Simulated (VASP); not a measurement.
# Zn16Se17 (a cell with a defect) in VASP: single point with PBE

Aim: the single point of Zn16Se17 (a cell with a defect) with PBE.

All numbers are computed with VASP 6.6.1; they aren't measurements. Logs are shortened: lines on timing, memory, paths and dates and some standing lists are left out, and cuts for length are marked.

### 1 The cell of the first run

The cell holds a defect, 33 atoms: a = 9.928 Å, b = 9.928 Å, c = 9.928 Å, α = 109.47°, β = 109.47°, γ = 109.47°.

### 2 Single point, PBE (with an interstitial atom, then relaxed in part)

Input file INCAR:

```
PREC = Accurate ; ENCUT = 520
EDIFF = 1E-6 ; ISMEAR = 0
SIGMA = 0.01 ; LREAL = Auto
LASPH = True ; NELM = 60
ALGO = Normal ; ISIF = 2
LWAVE = False ; LCHARG = True
GGA = PE ; LELF = True
LVHAR = True ; NELECT = 296.0
NBANDS = 169
```

Input file KPOINTS:

```
Automatic mesh
0
Gamma
  2 2 2
  0.5 0.5 0.5
```

Input file POSCAR:

```
Zn16Se17
1.0
   -5.7317611754      5.7317611754     -5.7317611754
    5.7317611754     -5.7317611754     -5.7317611754
   -5.7317611754     -5.7317611754      5.7317611754
Zn Se
16 17
Direct
    0.4946762265      0.2400461167      0.2400461167
    0.2400461167      0.2400461167      0.4946762265
    0.0046301098      0.2599538833      0.7500000000
    0.7500000000      0.0046301098      0.2599538833
    0.7500000000      0.2599538833      0.0046301098
    0.4953698902      0.0053237735      0.4953698902
    0.2599538833      0.0046301098      0.7500000000
    0.0046301098      0.7500000000      0.2599538833
    0.9935017265      0.9935017265      0.9935017265
    0.7500000000      0.7500000000      0.5064982735
    0.5064982735      0.7500000000      0.7500000000
    0.2400461167      0.4946762265      0.2400461167
    0.2599538833      0.7500000000      0.0046301098
    0.0053237735      0.4953698902      0.4953698902
    0.7500000000      0.5064982735      0.7500000000
    0.4953698902      0.4953698902      0.0053237735
    0.5000000000      0.0000000000      0.2500000000
    0.2500000000      0.0000000000      0.5000000000
    0.0266946296      0.0266946296      0.7500000000
    0.7500000000      0.7500000000      0.2533690075
    0.7500000000      0.0266946296      0.0266946296
    0.4733053704      0.7500000000      0.4733053704
    0.2533690075      0.7500000000      0.7500000000
    0.0000000000      0.5000000000      0.2500000000
    0.0266946296      0.7500000000      0.0266946296
    0.7500000000      0.4733053704      0.4733053704
    0.4733053704      0.4733053704      0.7500000000
    0.2466309925      0.2466309925      0.2466309925
    0.2500000000      0.5000000000      0.0000000000
    0.0000000000      0.2500000000      0.5000000000
    0.7500000000      0.2533690075      0.7500000000
    0.5000000000      0.2500000000      0.0000000000
    0.7500000000      0.7500000000      0.7500000000
```

Potentials or basis: VASP PAW PBE potentials, release 64 (Zn, Se).

Launch:

```
$ cat potpaw_PBE.64/Zn/POTCAR potpaw_PBE.64/Se/POTCAR > POTCAR
$ mpirun -np 1 vasp_std > vasp.out
```

OUTCAR:

```text
PREC = Accurate
   ENCUT = 520
   EDIFF = 1E-6
   ISMEAR = 0
   LREAL = Auto
   LASPH = True
   NELM = 60
   ISIF = 2
   GGA = PE
   NELECT = 296.0

 ion  position               nearest neighbor table
   1  0.495  0.240  0.240-  26 2.40  17 2.44  32 2.44  28 2.51
   2  0.240  0.240  0.495-  27 2.40  18 2.44  30 2.44  28 2.51
   3  0.005  0.260  0.750-  19 2.40  29 2.44  30 2.44  31 2.51
   4  0.750  0.005  0.260-  21 2.40  17 2.44  30 2.44  20 2.51
   5  0.750  0.260  0.005-  21 2.40  24 2.44  32 2.44  31 2.51
   6  0.495  0.005  0.495-  22 2.40  18 2.44  17 2.44  31 2.51
   7  0.260  0.005  0.750-  19 2.40  18 2.44  32 2.44  23 2.51
   8  0.005  0.750  0.260-  25 2.40  24 2.44  18 2.44  20 2.51
   9  0.994  0.994  0.994-  33 2.42  28 2.51  25 2.66  19 2.66  21 2.66
  10  0.750  0.750  0.506-  33 2.42  20 2.51  26 2.66  22 2.66  19 2.66
  11  0.506  0.750  0.750-  33 2.42  23 2.51  27 2.66  22 2.66  21 2.66
  12  0.240  0.495  0.240-  22 2.40  24 2.44  29 2.44  28 2.51
  13  0.260  0.750  0.005-  25 2.40  17 2.44  29 2.44  23 2.51
  14  0.005  0.495  0.495-  26 2.40  24 2.44  30 2.44  23 2.51
  15  0.750  0.506  0.750-  33 2.42  31 2.51  26 2.66  27 2.66  25 2.66
  16  0.495  0.495  0.005-  27 2.40  29 2.44  32 2.44  20 2.51
  17  0.500  0.000  0.250-   1 2.44   4 2.44   6 2.44  13 2.44
  18  0.250  0.000  0.500-   2 2.44   6 2.44   7 2.44   8 2.44
  19  0.027  0.027  0.750-   3 2.40   7 2.40   9 2.66  10 2.66
  20  0.750  0.750  0.253-   4 2.51   8 2.51  16 2.51  10 2.51
  21  0.750  0.027  0.027-   4 2.40   5 2.40   9 2.66  11 2.66
[... 10 lines left out ...]
  32  0.500  0.250  0.000-   1 2.44   5 2.44   7 2.44  16 2.44
  33  0.750  0.750  0.750-   9 2.42  10 2.42  11 2.42  15 2.42

  LATTYP: Found a body centered cubic cell.
 ALAT       =    11.4635223508

  Lattice vectors:

 A1 = (  -5.7317611754,   5.7317611754,  -5.7317611754)
 A2 = (   5.7317611754,  -5.7317611754,  -5.7317611754)
 A3 = (  -5.7317611754,  -5.7317611754,   5.7317611754)

Analysis of symmetry for initial positions (statically):
=====================================================================
 Subroutine PRICEL returns:
 Original cell was already a primitive cell.

 Routine SETGRP: Setting up the symmetry group for a
 body centered cubic supercell.

 Subroutine GETGRP returns: Found 24 space group operations
 (whereof  6 operations were pure point group operations)
 out of a pool of 48 trial point group operations.

The static configuration has the point symmetry C_3v.
 The point group associated with its full space group is T_d .

Analysis of symmetry for dynamics (positions and initial velocities):
=====================================================================
 Subroutine PRICEL returns:
 Original cell was already a primitive cell.

 Routine SETGRP: Setting up the symmetry group for a
 body centered cubic supercell.

 Subroutine GETGRP returns: Found 24 space group operations
 (whereof  6 operations were pure point group operations)
 out of a pool of 48 trial point group operations.

The dynamic configuration has the point symmetry C_3v.
 The point group associated with its full space group is T_d .

 Subroutine INISYM returns: Found 24 space group operations
 (whereof  6 operations are pure point group operations),
 and found     1 'primitive' translations

----------------------------------------------------------------------------------------

                                     Primitive cell

  volume of cell :     753.2242

  direct lattice vectors                    reciprocal lattice vectors
    -5.731761175  5.731761175 -5.731761175    -0.087233223  0.000000000 -0.087233223
     5.731761175 -5.731761175 -5.731761175     0.000000000 -0.087233223 -0.087233223
    -5.731761175 -5.731761175  5.731761175    -0.087233223 -0.087233223  0.000000000

  length of vectors
     9.927701573  9.927701573  9.927701573     0.123366407  0.123366407  0.123366407

  position of ions in fractional coordinates (direct lattice)
     0.494676226  0.240046117  0.240046117
     0.240046117  0.240046117  0.494676226
     0.004630110  0.259953883  0.750000000
     0.750000000  0.004630110  0.259953883
     0.750000000  0.259953883  0.004630110
     0.495369890  0.005323774  0.495369890
[... 25 lines left out ...]
     0.500000000  0.250000000  0.000000000
     0.750000000  0.750000000  0.750000000

  ion indices of the primitive-cell ions
   primitive index   ion index
                 1           1
                 2           2
                 3           3
                 4           4
                 5           5
                 6           6
[... 25 lines left out ...]
                32          32
                33          33

----------------------------------------------------------------------------------------

 KPOINTS: Automatic mesh

Automatic generation of k-mesh.
 Grid dimensions read from file:
 generate k-points for:    2    2    2

 Generating k-lattice:

  Cartesian coordinates                     Fractional coordinates (reciprocal lattice)
    -0.043616611  0.000000000 -0.043616611     0.500000000  0.000000000  0.000000000
     0.000000000 -0.043616611 -0.043616611     0.000000000  0.500000000  0.000000000
    -0.043616611 -0.043616611  0.000000000     0.000000000  0.000000000  0.500000000

  Length of vectors
     0.061683203  0.061683203  0.061683203

  Shift w.r.t. Gamma in fractional coordinates (k-lattice)
     0.500000000  0.500000000  0.500000000

 Subroutine IBZKPT returns following result:
 ===========================================

 Found      2 irreducible k-points:

 Following reciprocal coordinates:
            Coordinates               Weight
  0.250000  0.250000  0.250000      2.000000
 -0.250000  0.250000  0.250000      6.000000
   k-points           NKPTS =      2   k-points in BZ     NKDIM =      2   number of bands    NBANDS=    169
   number of dos      NEDOS =    301   number of ions     NIONS =     33
   total plane-waves  NPLWV = 512000
   dimension x,y,z NGX =    80 NGY =   80 NGZ =   80
   dimension x,y,z NGXF=   160 NGYF=  160 NGZF=  160
   ions per type =              16  17
   NGX,Y,Z   is equivalent  to a cutoff of  13.40, 13.40, 13.40 a.u.
   NGXF,Y,Z  is equivalent  to a cutoff of  26.79, 26.79, 26.79 a.u.
 SYSTEM =  unknown system
   PREC   = accura    normal or accurate (medium, high low for compatibility)
   ISTART =      0    job   : 0-new  1-cont  2-samecut
   ICHARG =      2    charge: 1-file 2-atom 10-const
   ISPIN  =      1    spin polarized calculation?
   LNONCOLLINEAR =      F non collinear calculations
   LSORBIT =      F    spin-orbit coupling
   LASPH  =      T    aspherical Exc in radial PAW
   ENCUT  =  520.0 eV  38.22 Ry    6.18 a.u.  18.46 18.46 18.46*2*pi/ulx,y,z
   NELM   =     60;   NELMIN=  2; NELMDL= -5     # of ELM steps
   EDIFF  = 0.1E-05   stopping-criterion for ELM
   LREAL  =      T    real-space projection
   EDIFFG = 0.1E-04   stopping-criterion for IOM
   NSW    =      0    number of steps for IOM
   IBRION =     -1    ionic relax: 0-MD 1-quasi-New 2-CG
   NFREE  =      0    steps in history (QN), initial steepest desc. (CG)
   ISIF   =      2    stress and relaxation
   ISYM   =      2    0-nonsym 1-usesym 2-fastsym
   POTIM  = 0.5000    time-step for ionic-motion
   TEBEG  =    0.0;   TEEND  =   0.0 temperature during run
   PSTRESS=    0.0 pullay stress
   NELECT =     296.0000    total number of electrons
   NUPDOWN=      -1.0000    fix difference up-down
   EMIN   =  10.00;   EMAX   =-10.00  energy-range for DOS
   EFERMI =   0.00;   METHOD = LEGACY
   ISMEAR =     0;   SIGMA  =   0.01  broadening in eV -4-tet -1-fermi 0-gaus
   EFERMI_NEDOS =   21; number of points for ismear=-14 and -15
   IALGO  =     38    algorithm
   IMIX   =      4    mixing-type and parameters
     AMIX     =   0.40;   BMIX     =  1.00
     AMIX_MAG =   1.60;   BMIX_MAG =  1.00
  volume/ion in A,a.u.               =      22.82       154.03
  Fermi-wavevector in a.u.,A,eV,Ry     =   1.199124  2.266015 19.563785  1.437898
  Thomas-Fermi vector in A             =   2.334995
   LORBIT       =      0    0 simple, 1 ext, 2 COOP (PROOUT), +10 PAW based schemes
   GGA     = PE    functional components
   LHFCALC =     F    Hartree Fock is set to
   AEXX    =    0.0000 exact exchange contribution
   IVDW    =     0    specifies the selected vdW correction
   LEPSILON=     F    determine dielectric tensor
   LRPA    =     F    only Hartree local field effects (RPA)
 non-spin polarized calculation
 Gauss-broadening in eV      SIGMA  =   0.01
  energy-cutoff  :      520.00
  volume of cell :      753.22
 maximum number of plane-waves:     20329
 NGX is ok and might be reduce to    80
   NGX = 37   NGY = 37   NGZ = 37

 number of electron     295.9999934 magnetization

 Free energy of the ion-electron system (eV)
  ---------------------------------------------------
  ext. energy  EPLUGINS =         0.00000000
  ---------------------------------------------------
  free energy    TOTEN  =       -91.01560221 eV

  energy without entropy =      -91.01560221  energy(sigma->0) =      -91.01560221

 E-fermi :   2.5413     XC(G=0):  -9.3794

 val. band max:        2.4369842117   @ k =  -0.2500   0.2500   0.2500
 cond. band min:       4.1734720320   @ k =  -0.2500   0.2500   0.2500
 fundamental gap:      1.7364878203
 Fermi energy:         2.5413455892

 k-point     1 :       0.2500    0.2500    0.2500
  band No.  band energies     occupation
      1     -11.3333      2.00000
      2     -11.3333      2.00000
      3     -11.3333      2.00000
      4     -11.2614      2.00000
      5     -10.8871      2.00000
      6     -10.8871      2.00000
[... 152 lines left out ...]
    159       5.2805      0.00000
    160       5.2805      0.00000

 k-point     2 :      -0.2500    0.2500    0.2500
  band No.  band energies     occupation
      1     -11.5435      2.00000
      2     -11.1901      2.00000
      3     -11.1168      2.00000
      4     -11.1116      2.00000
      5     -11.1116      2.00000
      6     -10.9637      2.00000
[... 152 lines left out ...]
    159       5.5429      0.00000
    160       5.5429      0.00000
 [bands above 160 left out]

------------------------ aborting loop because EDIFF is reached ----------------------------------------

  FORCE on cell =-STRESS in cart. coord.  units (eV):
  Direction    XX          YY          ZZ          XY          YZ          ZX
  --------------------------------------------------------------------------------------
  -------------------------------------------------------------------------------------
  Total       32.0597020     32.0597020     32.0597020      0.0000000      0.0000000     -0.0000000
  in kB       68.1939447     68.1939447     68.1939447      0.0000000      0.0000000     -0.0000000
  external PRESSURE =      68.1939447 kB  Pullay stress =       0.0000000 kB

 VOLUME and BASIS-vectors are now :
 -----------------------------------------------------------------------------
  energy-cutoff  :      520.00
  volume of cell :      753.22
      direct lattice vectors                 reciprocal lattice vectors
    -5.731761175  5.731761175 -5.731761175    -0.087233223  0.000000000 -0.087233223
     5.731761175 -5.731761175 -5.731761175     0.000000000 -0.087233223 -0.087233223
    -5.731761175 -5.731761175  5.731761175    -0.087233223 -0.087233223  0.000000000

 POSITION                                       TOTAL-FORCE (eV/Angst)
 -----------------------------------------------------------------------------------
     -2.83537      0.08359     -2.83537         0.000890     -0.009794      0.000890
     -2.83537     -2.83537      0.08359         0.000890      0.000890     -0.009794
     -2.83537     -5.76228      2.78229         0.000890     -0.000890      0.009794
     -5.76228      2.78229     -2.83537        -0.000890      0.009794      0.000890
     -2.83537      2.78229     -5.76228         0.000890      0.009794     -0.000890
     -5.64817     -0.03051     -0.03051        -0.009794     -0.000890     -0.000890
[... 25 lines left out ...]
     -1.43294      1.43294     -4.29882        -0.000000     -0.000000      0.000000
     -4.29882     -4.29882     -4.29882        -0.000000     -0.000000      0.000000
 -----------------------------------------------------------------------------------
    total drift:                                0.000028      0.000028      0.000022

  FREE ENERGIE OF THE ION-ELECTRON SYSTEM (eV)
  ---------------------------------------------------
  free  energy   TOTEN  =       -91.0156022087 eV

  energy  without entropy=      -91.0156022087  energy(sigma->0) =      -91.01560221
```

Run time: 27 min. Hardware: 1 thread of Intel Xeon 8259CL, shared host; peak memory 1 GiB.

What came out:

```yaml
Free_energy: -91.0156 eV
Largest_force: 0.021 eV/Å
```

Forces on the atoms (eV/Å):
```
Zn   0.001 -0.010  0.001
Zn   0.001  0.001 -0.010
Zn   0.001 -0.001  0.010
Zn  -0.001  0.010  0.001
Zn   0.001  0.010 -0.001
Zn  -0.010 -0.001 -0.001
Zn  -0.001  0.001  0.010
Zn   0.010 -0.001  0.001
Zn   0.010  0.010  0.010
Zn  -0.010 -0.010  0.010
Zn  -0.010  0.010 -0.010
Zn  -0.010  0.001  0.001
Zn   0.010  0.001 -0.001
Zn  -0.001 -0.010 -0.001
Zn   0.010 -0.010 -0.010
Zn  -0.001 -0.001 -0.010
Se   0.000  0.000  0.000
Se   0.000  0.000  0.000
Se   0.000  0.000 -0.005
Se   0.012  0.012 -0.012
Se   0.000 -0.005  0.000
Se   0.005  0.000  0.000
Se   0.012 -0.012  0.012
Se   0.000  0.000  0.000
Se  -0.005  0.000  0.000
Se   0.000  0.005  0.000
Se   0.000  0.000  0.005
Se  -0.012 -0.012 -0.012
Se   0.000  0.000  0.000
Se   0.000  0.000  0.000
Se  -0.012  0.012  0.012
Se   0.000  0.000  0.000
Se   0.000  0.000  0.000
```

Caveat: the cell carries a net charge on a neutralising background, which shifts energy and pressure; the cell differs from its parent crystal (with an interstitial atom, then relaxed in part); the cell is charged against a uniform background, so pressure and absolute levels hang on convention.
